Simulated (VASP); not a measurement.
# MoP (P-6m2) in VASP: a series of runs

MoP is run at these levels: r2SCAN; tasks: relaxation of the atoms.

Everything below comes from runs of VASP 6.6.1. Logs are shortened: lines on timing, memory, paths and dates and some standing lists are left out, and cuts for length are marked.

## Step 1: The cell of the first run

Symmetry: P-6m2, No. 187, hexagonal system. The conventional cell has a = 3.300 Å, b = 3.300 Å, c = 3.243 Å, α = 90.00°, β = 90.00°, γ = 120.00°. Within 3.3 Å of Mo (site symmetry -6m2) lie 6 P at 2.50 Å and 8 Mo at 3.24 to 3.30 Å. Within 3.3 Å of P (site symmetry -6m2) lie 6 Mo at 2.50 Å and 8 P at 3.24 to 3.30 Å.

## Step 2: Relaxation of the atoms, r2SCAN

The input, POSCAR:

```
MoP
1.0
    3.2997658600      0.0000000000      0.0000000000
   -1.6498829300      2.8576810600      0.0000000000
    0.0000000000      0.0000000000      3.2429915700
Mo P
1 1
Direct
    0.0000000000      0.0000000000      0.0000000000
    0.3333333300      0.6666666700      0.5000000000
```

The input, INCAR.step1:

```
SYSTEM = MoP
PREC = Accurate
ENCUT = 500
ISMEAR = -1
SIGMA = 0.1
LREAL = .FALSE.
LASPH = .TRUE.
NELM = 120
GGA = PE
ALGO = Normal
EDIFF = 1E-5
LWAVE = .TRUE.
LCHARG = .FALSE.
GGA_COMPAT = .FALSE.
IBRION = 2
EDIFFG = -0.01
NELMIN = 4
NSW = 100
```

The input, INCAR.step2:

```
SYSTEM = MoP
PREC = Accurate
ENCUT = 500
EDIFF = 1E-7
ISMEAR = -1
SIGMA = 0.1
LREAL = .FALSE.
LASPH = .TRUE.
NELM = 120
ALGO = Normal
ISIF = 2
LWAVE = .FALSE.
LCHARG = .FALSE.
METAGGA = R2SCAN
LMIXTAU = .TRUE.
IBRION = 2
NSW = 50
EDIFFG = -0.01
ISTART = 1
GGA_COMPAT = .FALSE.
NELMIN = 4
```

The input, KPOINTS:

```
Automatic mesh
0
G
  12 12 11
  0 0 0
```

Potentials or basis: VASP PAW PBE potentials, release 64 (Mo_sv, P).

On the command line:

```
$ cat potpaw_PBE.64/Mo_sv/POTCAR potpaw_PBE.64/P/POTCAR > POTCAR
$ cp INCAR.step1 INCAR
$ mpirun -np 1 vasp_std > vasp.out
$ cp INCAR.step2 INCAR
$ mpirun -np 1 vasp_std > vasp.out
```

OUTCAR:

```text
SYSTEM = MoP
   PREC = Accurate
   ENCUT = 500
   EDIFF = 1E-7
   ISMEAR = -1
   LREAL = .FALSE.
   LASPH = .TRUE.
   NELM = 120
   ISIF = 2
   METAGGA = R2SCAN
   IBRION = 2
   NSW = 50
   EDIFFG = -0.01
   ISTART = 1
   NELMIN = 4

 ion  position               nearest neighbor table
   1  0.000  0.000  0.000-   2 2.50   2 2.50   2 2.50   2 2.50   2 2.50   2 2.50
   2  0.333  0.667  0.500-   1 2.50   1 2.50   1 2.50   1 2.50   1 2.50   1 2.50

  LATTYP: Found a hexagonal cell.
 ALAT       =     3.2997658600
 C/A-ratio  =     0.9827944489

  Lattice vectors:

 A1 = (   3.2997658600,   0.0000000000,   0.0000000000)
 A2 = (  -1.6498829300,   2.8576810600,   0.0000000000)
 A3 = (   0.0000000000,   0.0000000000,   3.2429915700)

Analysis of symmetry for initial positions (statically):
=====================================================================
 Subroutine PRICEL returns:
 Original cell was already a primitive cell.

 Routine SETGRP: Setting up the symmetry group for a
 hexagonal supercell.

 Subroutine GETGRP returns: Found 12 space group operations
 (whereof 12 operations were pure point group operations)
 out of a pool of 24 trial point group operations.

The static configuration has the point symmetry D_3h.

Analysis of symmetry for dynamics (positions and initial velocities):
=====================================================================
 Subroutine PRICEL returns:
 Original cell was already a primitive cell.

 Routine SETGRP: Setting up the symmetry group for a
 hexagonal supercell.

 Subroutine GETGRP returns: Found 12 space group operations
 (whereof 12 operations were pure point group operations)
 out of a pool of 24 trial point group operations.

The dynamic configuration has the point symmetry D_3h.

 Subroutine INISYM returns: Found 12 space group operations
 (whereof 12 operations are pure point group operations),
 and found     1 'primitive' translations

----------------------------------------------------------------------------------------

                                     Primitive cell

  volume of cell :      30.5804

  direct lattice vectors                    reciprocal lattice vectors
     3.299765860  0.000000000  0.000000000     0.303051805  0.174967041  0.000000000
    -1.649882930  2.857681060  0.000000000     0.000000000  0.349934083  0.000000000
     0.000000000  0.000000000  3.242991570     0.000000000  0.000000000  0.308357262

  length of vectors
     3.299765860  3.299765859  3.242991570     0.349934082  0.349934083  0.308357262

  position of ions in fractional coordinates (direct lattice)
     0.000000000  0.000000000  0.000000000
     0.333333330  0.666666670  0.500000000

  ion indices of the primitive-cell ions
   primitive index   ion index
                 1           1
                 2           2

----------------------------------------------------------------------------------------

 KPOINTS: Automatic mesh

Automatic generation of k-mesh.
 Grid dimensions read from file:
 generate k-points for:   12   12   11

 Generating k-lattice:

  Cartesian coordinates                     Fractional coordinates (reciprocal lattice)
     0.025254317  0.014580587  0.000000000     0.083333333 -0.000000000  0.000000000
     0.000000000  0.029161174  0.000000000     0.000000000  0.083333333  0.000000000
     0.000000000  0.000000000  0.028032478     0.000000000  0.000000000  0.090909091

  Length of vectors
     0.029161174  0.029161174  0.028032478

  Shift w.r.t. Gamma in fractional coordinates (k-lattice)
     0.000000000  0.000000000  0.000000000

 Subroutine IBZKPT returns following result:
 ===========================================

 Found    114 irreducible k-points:

 Following reciprocal coordinates:
            Coordinates               Weight
  0.000000  0.000000  0.000000      1.000000
  0.083333  0.000000  0.000000      6.000000
  0.166667  0.000000  0.000000      6.000000
  0.250000  0.000000  0.000000      6.000000
  0.333333  0.000000  0.000000      6.000000
  0.416667  0.000000  0.000000      6.000000
[... 16 lines left out ...]
  0.250000  0.000000  0.090909     12.000000
  0.333333  0.000000  0.090909     12.000000
 [... further k-points ...]
   k-points           NKPTS =    114   k-points in BZ     NKDIM =    114   number of bands    NBANDS=     13
   number of dos      NEDOS =    301   number of ions     NIONS =      2
   total plane-waves  NPLWV =  13824
   dimension x,y,z NGX =    24 NGY =   24 NGZ =   24
   dimension x,y,z NGXF=    48 NGYF=   48 NGZF=   48
   ions per type =               1   1
   NGX,Y,Z   is equivalent  to a cutoff of  12.09, 12.09, 12.30 a.u.
   NGXF,Y,Z  is equivalent  to a cutoff of  24.18, 24.18, 24.61 a.u.
 SYSTEM =  MoP
   PREC   = accura    normal or accurate (medium, high low for compatibility)
   ISTART =      1    job   : 0-new  1-cont  2-samecut
   ICHARG =      0    charge: 1-file 2-atom 10-const
   ISPIN  =      1    spin polarized calculation?
   LNONCOLLINEAR =      F non collinear calculations
   LSORBIT =      F    spin-orbit coupling
   LASPH  =      T    aspherical Exc in radial PAW
   ENCUT  =  500.0 eV  36.75 Ry    6.06 a.u.   6.02  6.02  5.91*2*pi/ulx,y,z
   NELM   =    120;   NELMIN=  4; NELMDL=  0     # of ELM steps
   EDIFF  = 0.1E-06   stopping-criterion for ELM
   LREAL  =      F    real-space projection
   EDIFFG = -.1E-01   stopping-criterion for IOM
   NSW    =     50    number of steps for IOM
   IBRION =      2    ionic relax: 0-MD 1-quasi-New 2-CG
   NFREE  =      1    steps in history (QN), initial steepest desc. (CG)
   ISIF   =      2    stress and relaxation
   ISYM   =      2    0-nonsym 1-usesym 2-fastsym
   POTIM  = 0.5000    time-step for ionic-motion
   TEBEG  =    0.0;   TEEND  =   0.0 temperature during run
   PSTRESS=    0.0 pullay stress
   NELECT =      19.0000    total number of electrons
   NUPDOWN=      -1.0000    fix difference up-down
   EMIN   =  10.00;   EMAX   =-10.00  energy-range for DOS
   EFERMI =   0.00;   METHOD = LEGACY
   ISMEAR =    -1;   SIGMA  =   0.10  broadening in eV -4-tet -1-fermi 0-gaus
   EFERMI_NEDOS =   21; number of points for ismear=-14 and -15
   IALGO  =     38    algorithm
   IMIX   =      4    mixing-type and parameters
     AMIX     =   0.40;   BMIX     =  1.00
     AMIX_MAG =   1.60;   BMIX_MAG =  1.00
  volume/ion in A,a.u.               =      15.29       103.18
  Fermi-wavevector in a.u.,A,eV,Ry     =   1.396942  2.639838 26.551059  1.951448
  Thomas-Fermi vector in A             =   2.520247
   LORBIT       =      0    0 simple, 1 ext, 2 COOP (PROOUT), +10 PAW based schemes
   METAGGA = R2SCAN    functional components
   LHFCALC =     F    Hartree Fock is set to
   AEXX    =    0.0000 exact exchange contribution
   IVDW    =     0    specifies the selected vdW correction
   LEPSILON=     F    determine dielectric tensor
   LRPA    =     F    only Hartree local field effects (RPA)
 conjugate gradient relaxation of ions
 non-spin polarized calculation
  energy-cutoff  :      500.00
  volume of cell :       30.58
 maximum number of plane-waves:       804
   NGX = 13   NGY = 13   NGZ = 11

 number of electron      19.0000003 magnetization

 Free energy of the ion-electron system (eV)
  ---------------------------------------------------
  ext. energy  EPLUGINS =         0.00000000
  ---------------------------------------------------
  free energy    TOTEN  =       -36.40864951 eV

  energy without entropy =      -36.37935083  energy(sigma->0) =      -36.39400017

 E-fermi :  10.9670     XC(G=0): -13.1549

 val. band max:       10.9485943314   @ k =   0.2500   0.0833   0.3636
 cond. band min:      10.9732724678   @ k =   0.4167   0.1667   0.0909
 fundamental gap:      0.0246781365
 Fermi energy:        10.9669649427

 k-point     1 :       0.0000    0.0000    0.0000
  band No.  band energies     occupation
      1     -52.2382      2.00000
      2     -25.6397      2.00000
      3     -25.4612      2.00000
      4     -25.4612      2.00000
      5      -3.2274      2.00000
      6       7.0849      2.00000
      7       7.6511      2.00000
      8       7.6511      2.00000
      9      10.1729      1.99929
     10      11.1926      0.18967
     11      11.1926      0.18967
     12      14.9987      0.00000
     13      14.9987      0.00000

 k-point     2 :       0.0833    0.0000    0.0000
  band No.  band energies     occupation
      1     -52.2364      2.00000
      2     -25.6372      2.00000
      3     -25.4807      2.00000
      4     -25.4656      2.00000
      5      -3.1045      2.00000
      6       6.9446      2.00000
      7       7.6102      2.00000
      8       7.7531      2.00000
      9       9.5351      2.00000
     10      11.1451      0.28825
     11      11.9304      0.00013
     12      14.4827      0.00000
     13      14.7594      0.00000

 k-point     3 :       0.1667    0.0000    0.0000
  band No.  band energies     occupation
      1     -52.2316      2.00000
      2     -25.6301      2.00000
      3     -25.5337      2.00000
      4     -25.4779      2.00000
      5      -2.7499      2.00000
      6       6.3715      2.00000
      7       7.7227      2.00000
      8       8.0430      2.00000
      9       8.6995      2.00000
     10      11.0190      0.74531
     11      13.0389      0.00000
     12      13.5041      0.00000
     13      14.2193      0.00000
[... 305 lines left out ...]
 k-point    23 :       0.2500    0.0000    0.0909
  band No.  band energies     occupation
      1     -52.2236      2.00000
      2     -25.6406      2.00000
      3     -25.6024      2.00000
      4     -25.4926      2.00000
      5      -2.1085      2.00000
      6       5.6199      2.00000
      7       7.3639      2.00000
      8       8.2725      2.00000
      9       8.3948      2.00000
     10      10.6527      1.91720
     11      12.9193      0.00000
     12      13.8972      0.00000
     13      14.0183      0.00000

 k-point    24 :       0.3333    0.0000    0.0909
  band No.  band energies     occupation
      1     -52.2171      2.00000
      2     -25.6734      2.00000
      3     -25.6298      2.00000
      4     -25.5091      2.00000
      5      -1.4881      2.00000
      6       4.7712      2.00000
      7       7.0816      2.00000
      8       8.1357      2.00000
      9       8.6802      2.00000
     10      10.7481      1.79853
     11      12.7264      0.00000
     12      13.4776      0.00000
     13      14.5391      0.00000

 [... further k-points ...]

------------------------ aborting loop because EDIFF is reached ----------------------------------------

  FORCE on cell =-STRESS in cart. coord.  units (eV):
  Direction    XX          YY          ZZ          XY          YZ          ZX
  --------------------------------------------------------------------------------------
  -------------------------------------------------------------------------------------
  Total       -2.0298685     -2.0298685     -2.6252660      0.0000000     -0.0000000      0.0000000
  in kB     -106.3495798   -106.3495797   -137.5438540      0.0000000     -0.0000000      0.0000000
  external PRESSURE =    -116.7476712 kB  Pullay stress =       0.0000000 kB

 VOLUME and BASIS-vectors are now :
 -----------------------------------------------------------------------------
  energy-cutoff  :      500.00
  volume of cell :       30.58
      direct lattice vectors                 reciprocal lattice vectors
     3.299765860  0.000000000  0.000000000     0.303051805  0.174967041  0.000000000
    -1.649882930  2.857681060  0.000000000     0.000000000  0.349934083  0.000000000
     0.000000000  0.000000000  3.242991570     0.000000000  0.000000000  0.308357262

 POSITION                                       TOTAL-FORCE (eV/Angst)
 -----------------------------------------------------------------------------------
      0.00000      0.00000      0.00000         0.000000      0.000000      0.000000
     -0.00000      1.90512      1.62150        -0.000000     -0.000000      0.000000
 -----------------------------------------------------------------------------------
    total drift:                                0.000002     -0.000001     -0.000000

  FREE ENERGIE OF THE ION-ELECTRON SYSTEM (eV)
  ---------------------------------------------------
  free  energy   TOTEN  =       -36.4086495081 eV

  energy  without entropy=      -36.3793508279  energy(sigma->0) =      -36.39400017

 reached required accuracy - stopping structural energy minimisation
```

It took 41 s on 1 thread of Intel Xeon 6975P-C (Granite Rapids), shared host; peak memory 0.17 GiB.

What came out:

* Free energy: -36.4086 eV
* Pressure after relaxing: -11.7 GPa
* Band gap on the k mesh: zero (an odd number of electrons rules out a gap without spin polarisation)

Stress tensor (GPa, compression positive):
```
-10.63   0.00   0.00
  0.00 -10.63   0.00
  0.00   0.00 -13.75
```

Final structure:
```xyz
2
Lattice="3.2998 0.0000 0.0000 -1.6499 2.8577 0.0000 0.0000 0.0000 3.2430" Properties=species:S:1:pos:R:3 pbc="T T T"
Mo    0.0000    0.0000    0.0000
P     0.0000    1.9051    1.6215
```

Levels at points of the mesh, in eV from the Fermi level:
| k point | band 6 | band 7 | band 8 | band 9 | band 10 | band 11 | band 12 | band 13 |
| --- | --- | --- | --- | --- | --- | --- | --- | --- |
| (0.00, 0.00, 0.00) | -3.88 | -3.32 | -3.32 | -0.79 | 0.23 | 0.23 | 4.03 | 4.03 |
| (0.50, 0.00, 0.00) | -7.22 | -3.90 | -3.47 | -1.46 | -0.42 | 1.67 | 2.26 | 4.64 |

Caveat: the relaxation stopped at its first step, so nothing moved; the PAW data sets were made with another functional, which shifts forces and pressure a little.

(Part 1 of 2 ends here.)
